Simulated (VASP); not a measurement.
# HfSi2 (Cmcm) in VASP: notebook

HfSi2 is run at these levels: PBE; tasks: single point, relaxation of cell and atoms.

Everything below comes from runs of VASP 6.6.1. Logs are shortened: lines on timing, memory, paths and dates and some standing lists are left out, and cuts for length are marked.

**1. The cell of the first run**

Symmetry: Cmcm, No. 63, orthorhombic system. The conventional cell has a = 3.683 Å, b = 14.593 Å, c = 3.659 Å, α = 90.00°, β = 90.00°, γ = 90.00°. Hf (site symmetry m2m) has 10 Si at 2.70 to 2.97 Å and 2 Hf at 3.58 Å within 3.6 Å. Si (site symmetry m2m) has 2 Si at 2.42 Å and 6 Hf at 2.70 to 2.97 Å within 3.2 Å. Within 3.4 Å of Si (site symmetry m2m) lie 6 Si at 2.60 to 3.39 Å and 4 Hf at 2.80 Å.

**2. Single point, PBE**

The input, INCAR:

```
PREC = Accurate
ENCUT = 500
EDIFF = 1E-6
ISMEAR = 0
SIGMA = 0.1
LREAL = F
LASPH = T
NELM = 120
ALGO = Normal
ISIF = 2
LWAVE = F
LCHARG = F
GGA = PE
NBANDS = 27
GGA_COMPAT = F
```

The input, KPOINTS:

```
regular mesh
0
Gamma
  10 10 10
```

The input, POSCAR:

```
HfSi2
1.0
    1.8413190543     -7.2964455533      0.0000000000
    1.8413190543      7.2964455533      0.0000000000
    0.0000000000      0.0000000000      3.6590708251
Hf Si
2 4
Direct
    0.6054711517      0.3945288483      0.2500000000
    0.3945288483      0.6054711517      0.7500000000
    0.9457630242      0.0542369758      0.2500000000
    0.0542369758      0.9457630242      0.7500000000
    0.2497015884      0.7502984116      0.2500000000
    0.7502984116      0.2497015884      0.7500000000
```

Potentials or basis: VASP PAW PBE potentials, release 64 (Hf_pv, Si).

Run with:

```bash
cat potpaw_PBE.64/Hf_pv/POTCAR potpaw_PBE.64/Si/POTCAR > POTCAR
mpirun -np 1 vasp_std > vasp.out
```

OUTCAR:

```text
PREC = Accurate
   ENCUT = 500
   EDIFF = 1E-6
   ISMEAR = 0
   LREAL = F
   LASPH = T
   NELM = 120
   ISIF = 2
   GGA = PE

 ion  position               nearest neighbor table
   1  0.605  0.395  0.250-   4 2.70   4 2.70   4 2.70   4 2.70   6 2.80   6 2.80   5 2.80   5 2.80
                             3 2.97   3 2.97   2 3.58   2 3.58
   2  0.395  0.605  0.750-   3 2.70   3 2.70   3 2.70   3 2.70   5 2.80   5 2.80   6 2.80   6 2.80
                             4 2.97   4 2.97   1 3.58   1 3.58
   3  0.946  0.054  0.250-   4 2.42   4 2.42   2 2.70   2 2.70   2 2.70   2 2.70   1 2.97   1 2.97

   4  0.054  0.946  0.750-   3 2.42   3 2.42   1 2.70   1 2.70   1 2.70   1 2.70   2 2.97   2 2.97

   5  0.250  0.750  0.250-   6 2.60   6 2.60   6 2.60   6 2.60   2 2.80   2 2.80   1 2.80   1 2.80

   6  0.750  0.250  0.750-   5 2.60   5 2.60   5 2.60   5 2.60   1 2.80   1 2.80   2 2.80   2 2.80

  LATTYP: Found a base centered orthorhombic cell.
 ALAT       =     3.6826381086
 B/A-ratio  =     3.9626188282
 C/A-ratio  =     0.9936004346

  Lattice vectors:

 A1 = (   1.8413190543,  -7.2964455533,   0.0000000000)
 A2 = (   1.8413190543,   7.2964455533,   0.0000000000)
 A3 = (   0.0000000000,   0.0000000000,   3.6590708251)

Analysis of symmetry for initial positions (statically):
=====================================================================
 Subroutine PRICEL returns:
 Original cell was already a primitive cell.

 Routine SETGRP: Setting up the symmetry group for a
 base centered orthorhombic supercell.

 Subroutine GETGRP returns: Found  8 space group operations
 (whereof  4 operations were pure point group operations)
 out of a pool of  8 trial point group operations.

The static configuration has the point symmetry C_2h.
 The point group associated with its full space group is D_2h.

Analysis of symmetry for dynamics (positions and initial velocities):
=====================================================================
 Subroutine PRICEL returns:
 Original cell was already a primitive cell.

 Routine SETGRP: Setting up the symmetry group for a
 base centered orthorhombic supercell.

 Subroutine GETGRP returns: Found  8 space group operations
 (whereof  4 operations were pure point group operations)
 out of a pool of  8 trial point group operations.

The dynamic configuration has the point symmetry C_2h.
 The point group associated with its full space group is D_2h.

 Subroutine INISYM returns: Found  8 space group operations
 (whereof  4 operations are pure point group operations),
 and found     1 'primitive' translations

----------------------------------------------------------------------------------------

                                     Primitive cell

  volume of cell :      98.3198

  direct lattice vectors                    reciprocal lattice vectors
     1.841319054 -7.296445553  0.000000000     0.271544466 -0.068526517  0.000000000
     1.841319054  7.296445553  0.000000000     0.271544466  0.068526517  0.000000000
     0.000000000  0.000000000  3.659070825     0.000000000  0.000000000  0.273293426

  length of vectors
     7.525195916  7.525195916  3.659070825     0.280057638  0.280057638  0.273293426

  position of ions in fractional coordinates (direct lattice)
     0.605471152  0.394528848  0.250000000
     0.394528848  0.605471152  0.750000000
     0.945763024  0.054236976  0.250000000
     0.054236976  0.945763024  0.750000000
     0.249701588  0.750298412  0.250000000
     0.750298412  0.249701588  0.750000000

  ion indices of the primitive-cell ions
   primitive index   ion index
                 1           1
                 2           2
                 3           3
                 4           4
                 5           5
                 6           6

----------------------------------------------------------------------------------------

 KPOINTS: regular mesh

Automatic generation of k-mesh.
 Grid dimensions read from file:
 generate k-points for:   10   10   10

 Generating k-lattice:

  Cartesian coordinates                     Fractional coordinates (reciprocal lattice)
     0.027154447 -0.006852652  0.000000000     0.100000000 -0.000000000  0.000000000
     0.027154447  0.006852652  0.000000000    -0.000000000  0.100000000  0.000000000
     0.000000000  0.000000000  0.027329343     0.000000000  0.000000000  0.100000000

  Length of vectors
     0.028005764  0.028005764  0.027329343

  Shift w.r.t. Gamma in fractional coordinates (k-lattice)
     0.000000000  0.000000000  0.000000000

 Subroutine IBZKPT returns following result:
 ===========================================

 Found    186 irreducible k-points:

 Following reciprocal coordinates:
            Coordinates               Weight
  0.000000  0.000000  0.000000      1.000000
  0.100000  0.000000  0.000000      4.000000
  0.200000  0.000000  0.000000      4.000000
  0.300000  0.000000  0.000000      4.000000
  0.400000  0.000000  0.000000      4.000000
  0.500000  0.000000  0.000000      2.000000
[... 16 lines left out ...]
  0.300000  0.300000  0.000000      2.000000
  0.400000  0.300000  0.000000      4.000000
 [... further k-points ...]
   k-points           NKPTS =    186   k-points in BZ     NKDIM =    186   number of bands    NBANDS=     27
   number of dos      NEDOS =    301   number of ions     NIONS =      6
   total plane-waves  NPLWV =  87808
   dimension x,y,z NGX =    56 NGY =   56 NGZ =   28
   dimension x,y,z NGXF=   112 NGYF=  112 NGZF=   56
   ions per type =               2   4
   NGX,Y,Z   is equivalent  to a cutoff of  12.37, 12.37, 12.72 a.u.
   NGXF,Y,Z  is equivalent  to a cutoff of  24.74, 24.74, 25.44 a.u.
 SYSTEM =  unknown system
   PREC   = accura    normal or accurate (medium, high low for compatibility)
   ISTART =      0    job   : 0-new  1-cont  2-samecut
   ICHARG =      2    charge: 1-file 2-atom 10-const
   ISPIN  =      1    spin polarized calculation?
   LNONCOLLINEAR =      F non collinear calculations
   LSORBIT =      F    spin-orbit coupling
   LASPH  =      T    aspherical Exc in radial PAW
   ENCUT  =  500.0 eV  36.75 Ry    6.06 a.u.  13.72 13.72  6.67*2*pi/ulx,y,z
   NELM   =    120;   NELMIN=  2; NELMDL= -5     # of ELM steps
   EDIFF  = 0.1E-05   stopping-criterion for ELM
   LREAL  =      F    real-space projection
   EDIFFG = 0.1E-04   stopping-criterion for IOM
   NSW    =      0    number of steps for IOM
   IBRION =     -1    ionic relax: 0-MD 1-quasi-New 2-CG
   NFREE  =      0    steps in history (QN), initial steepest desc. (CG)
   ISIF   =      2    stress and relaxation
   ISYM   =      2    0-nonsym 1-usesym 2-fastsym
   POTIM  = 0.5000    time-step for ionic-motion
   TEBEG  =    0.0;   TEEND  =   0.0 temperature during run
   PSTRESS=    0.0 pullay stress
   NELECT =      36.0000    total number of electrons
   NUPDOWN=      -1.0000    fix difference up-down
   EMIN   =  10.00;   EMAX   =-10.00  energy-range for DOS
   EFERMI =   0.00;   METHOD = LEGACY
   ISMEAR =     0;   SIGMA  =   0.10  broadening in eV -4-tet -1-fermi 0-gaus
   EFERMI_NEDOS =   21; number of points for ismear=-14 and -15
   IALGO  =     38    algorithm
   IMIX   =      4    mixing-type and parameters
     AMIX     =   0.40;   BMIX     =  1.00
     AMIX_MAG =   1.60;   BMIX_MAG =  1.00
  volume/ion in A,a.u.               =      16.39       110.58
  Fermi-wavevector in a.u.,A,eV,Ry     =   1.171193  2.213235 18.663028  1.371694
  Thomas-Fermi vector in A             =   2.307641
   LORBIT       =      0    0 simple, 1 ext, 2 COOP (PROOUT), +10 PAW based schemes
   GGA     = PE    functional components
   LHFCALC =     F    Hartree Fock is set to
   AEXX    =    0.0000 exact exchange contribution
   IVDW    =     0    specifies the selected vdW correction
   LEPSILON=     F    determine dielectric tensor
   LRPA    =     F    only Hartree local field effects (RPA)
 non-spin polarized calculation
 Gauss-broadening in eV      SIGMA  =   0.10
  energy-cutoff  :      500.00
  volume of cell :       98.32
 maximum number of plane-waves:      2516
   NGX = 27   NGY = 27   NGZ = 13

 number of electron      35.9999997 magnetization

 Free energy of the ion-electron system (eV)
  ---------------------------------------------------
  ext. energy  EPLUGINS =         0.00000000
  ---------------------------------------------------
  free energy    TOTEN  =       -44.93580975 eV

  energy without entropy =      -44.92885214  energy(sigma->0) =      -44.93233095

 E-fermi :   8.3217     XC(G=0): -11.3611

 val. band max:        8.3209767427   @ k =   0.2000   0.0000   0.4000
 cond. band min:       8.3259802083   @ k =   0.4000   0.4000   0.2000
 fundamental gap:      0.0050034656
 Fermi energy:         8.3216831330

 k-point     1 :       0.0000    0.0000    0.0000
  band No.  band energies     occupation
      1     -22.5212      2.00000
      2     -22.4356      2.00000
      3     -22.4203      2.00000
      4     -22.4055      2.00000
      5     -22.3901      2.00000
      6     -22.3617      2.00000
[... 19 lines left out ...]
     26      10.9288      0.00000
     27      12.6807      0.00000

 k-point     2 :       0.1000    0.0000    0.0000
  band No.  band energies     occupation
      1     -22.5190      2.00000
      2     -22.4479      2.00000
      3     -22.4316      2.00000
      4     -22.4047      2.00000
      5     -22.3890      2.00000
      6     -22.3607      2.00000
[... 19 lines left out ...]
     26      11.9231      0.00000
     27      11.9508      0.00000

 k-point     3 :       0.2000    0.0000    0.0000
  band No.  band energies     occupation
      1     -22.5136      2.00000
      2     -22.4798      2.00000
      3     -22.4611      2.00000
      4     -22.4027      2.00000
      5     -22.3859      2.00000
      6     -22.3581      2.00000
[... 594 lines left out ...]
      1     -22.5513      2.00000
      2     -22.5263      2.00000
      3     -22.4983      2.00000
      4     -22.4001      2.00000
      5     -22.3789      2.00000
      6     -22.3524      2.00000
[... 19 lines left out ...]
     26      11.8923      0.00000
     27      12.6281      0.00000

 k-point    24 :       0.4000    0.3000    0.0000
  band No.  band energies     occupation
      1     -22.5212      2.00000
      2     -22.5006      2.00000
      3     -22.4970      2.00000
      4     -22.4045      2.00000
      5     -22.3818      2.00000
      6     -22.3552      2.00000
[... 19 lines left out ...]
     26      12.3908      0.00000
     27      12.6214      0.00000

 [... further k-points ...]
[... 5 lines left out ...]
  --------------------------------------------------------------------------------------
  -------------------------------------------------------------------------------------
  Total        0.0018203      0.0035480     -0.0426497      0.0000000      0.0000000      0.0000000
  in kB        0.0296626      0.0578161     -0.6950013      0.0000000      0.0000000      0.0000000
  external PRESSURE =      -0.2025075 kB  Pullay stress =       0.0000000 kB

 VOLUME and BASIS-vectors are now :
 -----------------------------------------------------------------------------
  energy-cutoff  :      500.00
  volume of cell :       98.32
      direct lattice vectors                 reciprocal lattice vectors
     1.841319054 -7.296445553  0.000000000     0.271544466 -0.068526517  0.000000000
     1.841319054  7.296445553  0.000000000     0.271544466  0.068526517  0.000000000
     0.000000000  0.000000000  3.659070825     0.000000000  0.000000000  0.273293426

 POSITION                                       TOTAL-FORCE (eV/Angst)
 -----------------------------------------------------------------------------------
      1.84132     -1.53913      0.91477         0.000000      0.005116      0.000000
      1.84132      1.53913      2.74430         0.000000     -0.005116     -0.000000
      1.84132     -6.50497      0.91477         0.000000     -0.018184      0.000000
      1.84132      6.50497      2.74430         0.000000      0.018184      0.000000
      1.84132      3.65258      0.91477         0.000000      0.000101      0.000000
      1.84132     -3.65258      2.74430         0.000000     -0.000101      0.000000
 -----------------------------------------------------------------------------------
    total drift:                                0.000000      0.000000     -0.000000

  FREE ENERGIE OF THE ION-ELECTRON SYSTEM (eV)
  ---------------------------------------------------
  free  energy   TOTEN  =       -44.9358097530 eV

  energy  without entropy=      -44.9288521379  energy(sigma->0) =      -44.93233095
```

It took 6.2 min on 1 thread of AMD EPYC 9R45 (Zen 5), shared host; peak memory 0.52 GiB.

Results:

| Quantity | Value |
| --- | --- |
| Free energy | -44.9358 eV |
| Pressure | 0.0 GPa |
| Largest force | 0.018 eV/Å |
| Band gap on the k mesh | zero (band 18 reaches 8.82 eV, above the bottom of band 19 at 7.91 eV) |

Forces in eV/Å, atoms in the order of the input:
```
Hf   0.000  0.005  0.000
Hf   0.000 -0.005  0.000
Si   0.000 -0.018  0.000
Si   0.000  0.018  0.000
Si   0.000  0.000  0.000
Si   0.000  0.000  0.000
```

Caveat: spin-orbit coupling is left out, which moves the levels of the heavy elements.

**3. Relaxation of cell and atoms, PBE**

The input, INCAR:

```
ALGO     = Normal         # electronic algorithm
EDIFF    = 1E-7           # SCF threshold, eV
EDIFFG   = -0.005         # ionic threshold
ENCUT    = 500            # plane-wave cutoff, eV
GGA      = PE             # functional
GGA_COMPAT= F            
IBRION   = 2              # ionic algorithm
ISIF     = 3              # what is computed and relaxed
ISMEAR   = 0              # smearing method
LASPH    = T              # aspherical terms in the spheres
LCHARG   = F              # write CHGCAR
LREAL    = F              # projectors in reciprocal space
LWAVE    = F              # write WAVECAR
NELM     = 120            # most SCF steps
NELMIN   = 4            
NSW      = 100            # ionic steps
PREC     = Accurate       # precision mode
SIGMA    = 0.1            # smearing width, eV
```

The input, KPOINTS:

```
k-points
0
Gamma
  10 10 10
```

The input, POSCAR:

```
HfSi2
1.0
    1.8501392521     -7.2783947329      0.0000000000
    1.8501392521      7.2783947329      0.0000000000
    0.0000000000      0.0000000000      3.6540200993
Hf Si
2 4
Direct
    0.6049707102      0.3950292898      0.2500000000
    0.3950292898      0.6049707102      0.7500000000
    0.9453849172      0.0546150828      0.2500000000
    0.0546150828      0.9453849172      0.7500000000
    0.2499640654      0.7500359346      0.2500000000
    0.7500359346      0.2499640654      0.7500000000
```

Potentials or basis: VASP PAW PBE potentials, release 64 (Hf_pv, Si).

Run with:

```bash
cat potpaw_PBE.64/Hf_pv/POTCAR potpaw_PBE.64/Si/POTCAR > POTCAR
mpirun -np 1 vasp_std > vasp.out
```

Run time: 26 min. Hardware: 1 thread of AMD EPYC 9R45 (Zen 5), shared host; peak memory 0.49 GiB.

It converged, with:

| Property | Result |
| --- | --- |
| Free energy | -44.9359 eV |
| Relaxed volume | 16.39 Å³/atom |
| Relaxed cell | a = 7.527 Å, b = 7.527 Å, c = 3.658 Å, α = 90.00°, β = 90.00°, γ = 151.68° |
| Space group after relaxing (to 0.05 Å) | Cmcm (No. 63) |
| Energy gained by relaxing | 0.4 meV/atom |
| Ionic steps | 7 |
| Pressure after relaxing | 0.0 GPa |
| Band gap on the k mesh | zero (band 18 reaches 8.82 eV, above the bottom of band 19 at 7.91 eV) |

Forces in eV/Å, atoms in the order of the input:
```
Hf   0.000  0.001  0.000
Hf   0.000 -0.001  0.000
Si   0.000 -0.001  0.000
Si   0.000  0.001  0.000
Si   0.000 -0.002  0.000
Si   0.000  0.002  0.000
```

The path:
```
step  energy change (eV)  largest force (eV/Å)  pressure (GPa)  volume (Å³)
   1              0.0000                0.0696           -0.26        98.41
   2             -0.0015                0.0338            0.29        98.04
   3             -0.0015                0.0338            0.30        98.03
   4             -0.0020                0.0310           -0.08        98.33
   5             -0.0020                0.0314           -0.04        98.29
   6             -0.0022                0.0150           -0.02        98.31
   7             -0.0022                0.0021            0.00        98.32
```

Final structure:
```xyz
6
Lattice="1.8414 -7.2983 0.0000 1.8414 7.2983 0.0000 0.0000 0.0000 3.6579" Properties=species:S:1:pos:R:3 pbc="T T T"
Hf    1.8414   -1.5395    0.9145
Hf    1.8414    1.5395    2.7434
Si    1.8414   -6.5083    0.9145
Si    1.8414    6.5083    2.7434
Si    1.8414    3.6539    0.9145
Si    1.8414   -3.6539    2.7434
```

Levels at points of the mesh, in eV from the Fermi level:
```
           k point  band 14  band 15  band 16  band 17  band 18  band 19  band 20  band 21  band 22
(0.00, 0.00, 0.00)    -2.64    -2.54    -2.54    -2.53    -0.09     1.20     1.33     1.67     1.87
(0.50, 0.00, 0.00)    -2.71    -1.97    -1.58    -0.86    -0.51    -0.41     0.81     0.83     2.10
(0.50, 0.50, 0.00)    -2.83    -2.80    -2.13    -1.60     0.33     1.22     1.34     1.54     1.94
(0.00, 0.00, 0.50)    -2.53    -1.96    -1.96    -0.09    -0.09     0.06     0.06     1.65     1.65
(0.50, 0.00, 0.50)    -4.18    -3.51    -3.51    -2.41    -2.41     1.89     1.89     2.74     2.74
(0.50, 0.50, 0.50)    -3.26    -2.29    -2.29    -0.95    -0.95     0.02     0.02     2.42     2.42
```

Caveat: spin-orbit coupling is left out, which moves the levels of the heavy elements.
